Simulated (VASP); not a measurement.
# P (Fd-3m) in VASP: notebook

Runs on P. Level: PBE. Tasks: single point.

All numbers are computed with VASP 6.6.1; they aren't measurements. Logs are shortened: lines on timing, memory, paths and dates and some standing lists are left out, and cuts for length are marked.

### Step 1. The cell of the first run

The structure is cubic, space group Fd-3m (No. 227). The conventional cell has a = 5.095 Å, b = 5.095 Å, c = 5.095 Å, α = 90.00°, β = 90.00°, γ = 90.00°. P (site symmetry -43m) has 4 P at 2.21 Å within 2.9 Å.

This isn't the form of P at room conditions, which is orthorhombic.

### Step 2. Single point, PBE (16.53 Å³/atom)

Input file INCAR:

```
SYSTEM = P
  ALGO = Normal
  EDIFF = 1E-6
  ENCUT = 500
  GGA = PE
  GGA_COMPAT = .FALSE.
  ISIF = 2
  ISMEAR = -1
  LASPH = .TRUE.
  LCHARG = .FALSE.
  LREAL = .FALSE.
  LWAVE = .FALSE.
  NBANDS = 12
  NELM = 120
  PREC = Accurate
  SIGMA = 0.1
```

Input file KPOINTS:

```
k-points
0
G
  12 12 12
  0 0 0
```

Input file POSCAR:

```
P
1.0
    0.0000000000      2.5474101822      2.5474101822
    2.5474101822      0.0000000000      2.5474101822
    2.5474101822      2.5474101822      0.0000000000
P
2
Direct
   -0.1250000000     -0.1250000000     -0.1250000000
    0.1250000000      0.1250000000      0.1250000000
```

Potentials or basis: VASP PAW PBE potentials, release 64 (P).

Started as:

```bash
> cat potpaw_PBE.64/P/POTCAR > POTCAR
> mpirun -np 1 vasp_std > vasp.out
```

OUTCAR:

```text
SYSTEM = P
   EDIFF = 1E-6
   ENCUT = 500
   GGA = PE
   ISIF = 2
   ISMEAR = -1
   LASPH = .TRUE.
   LREAL = .FALSE.
   NELM = 120
   PREC = Accurate

 ion  position               nearest neighbor table
   1  0.875  0.875  0.875-   2 2.21   2 2.21   2 2.21   2 2.21
   2  0.125  0.125  0.125-   1 2.21   1 2.21   1 2.21   1 2.21

  LATTYP: Found a face centered cubic cell.
 ALAT       =     5.0948203644

  Lattice vectors:

 A1 = (   0.0000000000,   2.5474101822,   2.5474101822)
 A2 = (   2.5474101822,   0.0000000000,   2.5474101822)
 A3 = (   2.5474101822,   2.5474101822,   0.0000000000)

Analysis of symmetry for initial positions (statically):
=====================================================================
 Subroutine PRICEL returns:
 Original cell was already a primitive cell.

 Routine SETGRP: Setting up the symmetry group for a
 face centered cubic supercell.

 Subroutine GETGRP returns: Found 48 space group operations
 (whereof 12 operations were pure point group operations)
 out of a pool of 48 trial point group operations.

The static configuration has the point symmetry D_3d.
 The point group associated with its full space group is O_h .

Analysis of symmetry for dynamics (positions and initial velocities):
=====================================================================
 Subroutine PRICEL returns:
 Original cell was already a primitive cell.

 Routine SETGRP: Setting up the symmetry group for a
 face centered cubic supercell.

 Subroutine GETGRP returns: Found 48 space group operations
 (whereof 12 operations were pure point group operations)
 out of a pool of 48 trial point group operations.

The dynamic configuration has the point symmetry D_3d.
 The point group associated with its full space group is O_h .

 Subroutine INISYM returns: Found 48 space group operations
 (whereof 12 operations are pure point group operations),
 and found     1 'primitive' translations

----------------------------------------------------------------------------------------

                                     Primitive cell

  volume of cell :      33.0618

  direct lattice vectors                    reciprocal lattice vectors
     0.000000000  2.547410182  2.547410182    -0.196277774  0.196277774  0.196277774
     2.547410182  0.000000000  2.547410182     0.196277774 -0.196277774  0.196277774
     2.547410182  2.547410182  0.000000000     0.196277774  0.196277774 -0.196277774

  length of vectors
     3.602582029  3.602582029  3.602582029     0.339963077  0.339963077  0.339963077

  position of ions in fractional coordinates (direct lattice)
     0.875000000  0.875000000  0.875000000
     0.125000000  0.125000000  0.125000000

  ion indices of the primitive-cell ions
   primitive index   ion index
                 1           1
                 2           2

----------------------------------------------------------------------------------------

 KPOINTS: k-points

Automatic generation of k-mesh.
 Grid dimensions read from file:
 generate k-points for:   12   12   12

 Generating k-lattice:

  Cartesian coordinates                     Fractional coordinates (reciprocal lattice)
    -0.016356481  0.016356481  0.016356481     0.083333333  0.000000000  0.000000000
     0.016356481 -0.016356481  0.016356481     0.000000000  0.083333333  0.000000000
     0.016356481  0.016356481 -0.016356481     0.000000000  0.000000000  0.083333333

  Length of vectors
     0.028330256  0.028330256  0.028330256

  Shift w.r.t. Gamma in fractional coordinates (k-lattice)
     0.000000000  0.000000000  0.000000000

 Subroutine IBZKPT returns following result:
 ===========================================

 Found     72 irreducible k-points:

 Following reciprocal coordinates:
            Coordinates               Weight
  0.000000  0.000000  0.000000      1.000000
  0.083333  0.000000  0.000000      8.000000
  0.166667  0.000000  0.000000      8.000000
  0.250000  0.000000  0.000000      8.000000
  0.333333  0.000000  0.000000      8.000000
  0.416667  0.000000  0.000000      8.000000
[... 16 lines left out ...]
  0.500000  0.166667  0.000000     24.000000
 -0.416667  0.166667  0.000000     24.000000
 [... further k-points ...]
   k-points           NKPTS =     72   k-points in BZ     NKDIM =     72   number of bands    NBANDS=     12
   number of dos      NEDOS =    301   number of ions     NIONS =      2
   total plane-waves  NPLWV =  21952
   dimension x,y,z NGX =    28 NGY =   28 NGZ =   28
   dimension x,y,z NGXF=    56 NGYF=   56 NGZF=   56
   ions per type =               2
   NGX,Y,Z   is equivalent  to a cutoff of  12.92, 12.92, 12.92 a.u.
   NGXF,Y,Z  is equivalent  to a cutoff of  25.84, 25.84, 25.84 a.u.
 SYSTEM =  P
   PREC   = accura    normal or accurate (medium, high low for compatibility)
   ISTART =      0    job   : 0-new  1-cont  2-samecut
   ICHARG =      2    charge: 1-file 2-atom 10-const
   ISPIN  =      1    spin polarized calculation?
   LNONCOLLINEAR =      F non collinear calculations
   LSORBIT =      F    spin-orbit coupling
   LASPH  =      T    aspherical Exc in radial PAW
   ENCUT  =  500.0 eV  36.75 Ry    6.06 a.u.   6.57  6.57  6.57*2*pi/ulx,y,z
   NELM   =    120;   NELMIN=  2; NELMDL= -5     # of ELM steps
   EDIFF  = 0.1E-05   stopping-criterion for ELM
   LREAL  =      F    real-space projection
   EDIFFG = 0.1E-04   stopping-criterion for IOM
   NSW    =      0    number of steps for IOM
   IBRION =     -1    ionic relax: 0-MD 1-quasi-New 2-CG
   NFREE  =      0    steps in history (QN), initial steepest desc. (CG)
   ISIF   =      2    stress and relaxation
   ISYM   =      2    0-nonsym 1-usesym 2-fastsym
   POTIM  = 0.5000    time-step for ionic-motion
   TEBEG  =    0.0;   TEEND  =   0.0 temperature during run
   PSTRESS=    0.0 pullay stress
   NELECT =      10.0000    total number of electrons
   NUPDOWN=      -1.0000    fix difference up-down
   EMIN   =  10.00;   EMAX   =-10.00  energy-range for DOS
   EFERMI =   0.00;   METHOD = LEGACY
   ISMEAR =    -1;   SIGMA  =   0.10  broadening in eV -4-tet -1-fermi 0-gaus
   EFERMI_NEDOS =   21; number of points for ismear=-14 and -15
   IALGO  =     38    algorithm
   IMIX   =      4    mixing-type and parameters
     AMIX     =   0.40;   BMIX     =  1.00
     AMIX_MAG =   1.60;   BMIX_MAG =  1.00
  volume/ion in A,a.u.               =      16.53       111.56
  Fermi-wavevector in a.u.,A,eV,Ry     =   1.098920  2.076657 16.430728  1.207624
  Thomas-Fermi vector in A             =   2.235305
   LORBIT       =      0    0 simple, 1 ext, 2 COOP (PROOUT), +10 PAW based schemes
   GGA     = PE    functional components
   LHFCALC =     F    Hartree Fock is set to
   AEXX    =    0.0000 exact exchange contribution
   IVDW    =     0    specifies the selected vdW correction
   LEPSILON=     F    determine dielectric tensor
   LRPA    =     F    only Hartree local field effects (RPA)
 non-spin polarized calculation
  energy-cutoff  :      500.00
  volume of cell :       33.06
 maximum number of plane-waves:       869
 NGX is ok and might be reduce to    28
   NGX = 13   NGY = 13   NGZ = 13

 number of electron      10.0000000 magnetization

 number of electron       9.9999998 magnetization

 Free energy of the ion-electron system (eV)
  ---------------------------------------------------
  ext. energy  EPLUGINS =         0.00000000
  ---------------------------------------------------
  free energy    TOTEN  =        -9.36403204 eV

  energy without entropy =       -9.32975287  energy(sigma->0) =       -9.34689246

 E-fermi :   8.6573     XC(G=0): -10.4939

 val. band max:        8.6495602678   @ k =  -0.4167   0.4167   0.1667
 cond. band min:       8.6912788518   @ k =  -0.0833   0.0833   0.0000
 fundamental gap:      0.0417185840
 Fermi energy:         8.6573351406

 k-point     1 :       0.0000    0.0000    0.0000
  band No.  band energies     occupation
      1      -8.4192      2.00000
      2       4.8845      2.00000
      3       4.8845      2.00000
      4       4.8845      2.00000
      5       7.1276      2.00000
      6       8.3279      1.92847
      7       8.3279      1.92847
      8       8.3279      1.92847
      9      15.0352      0.00000
     10      15.0352      0.00000
     11      15.0662      0.00000
     12      19.1979      0.00000

 k-point     2 :       0.0833    0.0000    0.0000
  band No.  band energies     occupation
      1      -8.3223      2.00000
      2       3.8449      2.00000
      3       4.7515      2.00000
      4       4.7515      2.00000
      5       7.5634      1.99996
      6       8.5322      1.55513
      7       8.5322      1.55513
      8       8.8069      0.36624
      9      14.7807      0.00000
     10      14.7807      0.00000
     11      15.4465      0.00000
     12      18.8773      0.00000

 k-point     3 :       0.1667    0.0000    0.0000
  band No.  band energies     occupation
      1      -8.0354      2.00000
      2       2.1640      2.00000
      3       4.4498      2.00000
      4       4.4498      2.00000
      5       7.4170      1.99999
      6       8.9909      0.06874
      7       8.9909      0.06874
      8      10.3576      0.00000
      9      14.4143      0.00000
     10      14.4143      0.00000
     11      16.2703      0.00000
     12      18.4936      0.00000
[... 286 lines left out ...]
 k-point    23 :       0.5000    0.1667    0.0000
  band No.  band energies     occupation
      1      -5.8489      2.00000
      2      -2.4119      2.00000
      3       2.0743      2.00000
      4       3.1130      2.00000
      5       7.7509      1.99977
      6       9.8894      0.00001
      7      10.8332      0.00000
      8      12.7983      0.00000
      9      16.2935      0.00000
     10      17.7498      0.00000
     11      18.7085      0.00000
     12      19.1065      0.00000

 k-point    24 :      -0.4167    0.1667    0.0000
  band No.  band energies     occupation
      1      -5.7448      2.00000
      2      -2.5621      2.00000
      3       1.8714      2.00000
      4       3.2853      2.00000
      5       7.8175      1.99955
      6       9.9550      0.00000
      7      10.6022      0.00000
      8      14.3271      0.00000
      9      15.0434      0.00000
     10      15.9166      0.00000
     11      18.8927      0.00000
     12      20.5018      0.00000

 [... further k-points ...]
[... 5 lines left out ...]
  --------------------------------------------------------------------------------------
  -------------------------------------------------------------------------------------
  Total        2.9344762      2.9344762      2.9344762     -0.0000000      0.0000000     -0.0000000
  in kB      142.2048934    142.2048934    142.2048934     -0.0000000      0.0000000     -0.0000000
  external PRESSURE =     142.2048934 kB  Pullay stress =       0.0000000 kB

 VOLUME and BASIS-vectors are now :
 -----------------------------------------------------------------------------
  energy-cutoff  :      500.00
  volume of cell :       33.06
      direct lattice vectors                 reciprocal lattice vectors
     0.000000000  2.547410182  2.547410182    -0.196277774  0.196277774  0.196277774
     2.547410182  0.000000000  2.547410182     0.196277774 -0.196277774  0.196277774
     2.547410182  2.547410182  0.000000000     0.196277774  0.196277774 -0.196277774

 POSITION                                       TOTAL-FORCE (eV/Angst)
 -----------------------------------------------------------------------------------
      4.45797      4.45797      4.45797        -0.000000      0.000000     -0.000000
      0.63685      0.63685      0.63685         0.000000     -0.000000      0.000000
 -----------------------------------------------------------------------------------
    total drift:                               -0.000000     -0.000000     -0.000000

  FREE ENERGIE OF THE ION-ELECTRON SYSTEM (eV)
  ---------------------------------------------------
  free  energy   TOTEN  =        -9.3640320450 eV

  energy  without entropy=       -9.3297528719  energy(sigma->0) =       -9.34689246
```

Run time: 52 s. Hardware: 1 thread of AMD EPYC 7R13, shared host; peak memory 0.12 GiB.

What came out:

```yaml
Free_energy: -9.3640 eV
Pressure: 14.2 GPa
Band_gap_on_the_k_mesh: zero (bands 5 and 6 overlap by 3.96 eV)
```

Levels at points of the mesh, in eV from the Fermi level:
```
           k point  band 1  band 2  band 3  band 4  band 5  band 6  band 7  band 8  band 9  band 10
(0.00, 0.00, 0.00)  -17.08   -3.77   -3.77   -3.77   -1.53   -0.33   -0.33   -0.33    6.38     6.38
(0.50, 0.00, 0.00)  -14.70  -11.30   -5.01   -5.01   -2.12    0.90    0.90    6.29    9.17     9.39
(0.50, 0.50, 0.00)  -12.69  -12.69   -6.62   -6.62   -1.91   -1.91    7.15    7.15    9.69     9.69
```

Caveat: the cell stands under pressure.

(Part 1 of 2 ends here.)

The gap in the log of VASP goes by the Fermi energy; the results here count the filled bands.